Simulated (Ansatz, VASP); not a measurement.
Given: the input of a run of Ansatz 0.2.0 on BaTiO3.

Contents of input.yaml:

```yaml
crystal:
  lattice:
    - [2.8460914363, 1.6431916568, 2.33374754]
    - [-2.8460914363, 1.6431916568, 2.33374754]
    - [0.0, -3.2863833137, 2.33374754]
  atoms:
    - { symbol: Ba, position: [0.0, 0.0, 0.0] }
    - { symbol: Ti, position: [0.4845, 0.4845, 0.4845] }
    - { symbol: O, position: [0.5086, 0.0175, 0.5086] }
    - { symbol: O, position: [0.0175, 0.5086, 0.5086] }
    - { symbol: O, position: [0.5086, 0.5086, 0.0175] }
kpoints:
  mp_grid: { grid: [7, 7, 7] }
scf:
  occupations: { method: fermi_dirac, width: 0.05 }
hamiltonian:
  xc: pbesol
  pseudopotentials: { kind: all_electron, lapw: { basis_error: 0.002 } }
output:
  forces: true
  stress: true
  eigenvalues: true
```

Potentials or basis: all-electron LAPW, scalar-relativistic.

Command:

```sh
$ ansatz run input.yaml --threads 4 --pin off --max-ram 12288MiB --backend cpu --events-out ev --progress --plain --runs-dir out
```

Task: Translate it to VASP 6.6.1. Potentials there: VASP PAW PBE potentials, release 64 (Ba_sv, Ti_sv, O).

Result: As run (the cutoff follows the program's own potentials):

The input INCAR:

```
SYSTEM = BaTiO3
ALGO = Normal
EDIFF = 1E-6
ENCUT = 520
GGA = PS
ISIF = 2
ISMEAR = -1
LASPH = .TRUE.
LCHARG = .FALSE.
LREAL = .FALSE.
LWAVE = .FALSE.
NBANDS = 28
NELM = 60
PREC = Accurate
SIGMA = 0.05
```

KPOINTS

```
k-points
0
G
  7 7 7
  0 0 0
```

The input POSCAR:

```
BaTiO3
1.0
    2.8460914363      1.6431916568      2.3337475400
   -2.8460914363      1.6431916568      2.3337475400
    0.0000000000     -3.2863833137      2.3337475400
Ba Ti O
1 1 3
Direct
    0.0000000000      0.0000000000      0.0000000000
    0.4845000000      0.4845000000      0.4845000000
    0.5086000000      0.0175000000      0.5086000000
    0.0175000000      0.5086000000      0.5086000000
    0.5086000000      0.5086000000      0.0175000000
```

Potentials or basis: VASP PAW PBE potentials, release 64 (Ba_sv, Ti_sv, O).

Command:

```sh
$ cat potpaw_PBE.64/Ba_sv/POTCAR potpaw_PBE.64/Ti_sv/POTCAR potpaw_PBE.64/O/POTCAR > POTCAR
$ mpirun -np 1 vasp_std > vasp.out
```

Both were run:

|  | VASP | Ansatz | Ansatz less VASP |
| --- | --- | --- | --- |
| gap on the k mesh at the Fermi level (eV) | 2.35 | 2.40 | +0.049 |
| least direct gap on the mesh (eV) | 2.70 | 2.71 | +0.011 |
| pressure (GPa) | -2.7 | -4.4 | -1.71 |
| traceless stress, the component that is largest in VASP (GPa) | 0.02 | 0.07 | +0.048 |
| rms of the force components (eV/Å) | 0.050 | 0.073 | +0.0234 |

VASP's potentials were made for PBE, not for PBEsol. Atom by atom the forces differ by 0.028 eV/Å (rms over components). Ansatz ran all-electron here, and VASP with PAW potentials.

Neither program's run includes spin-orbit coupling.
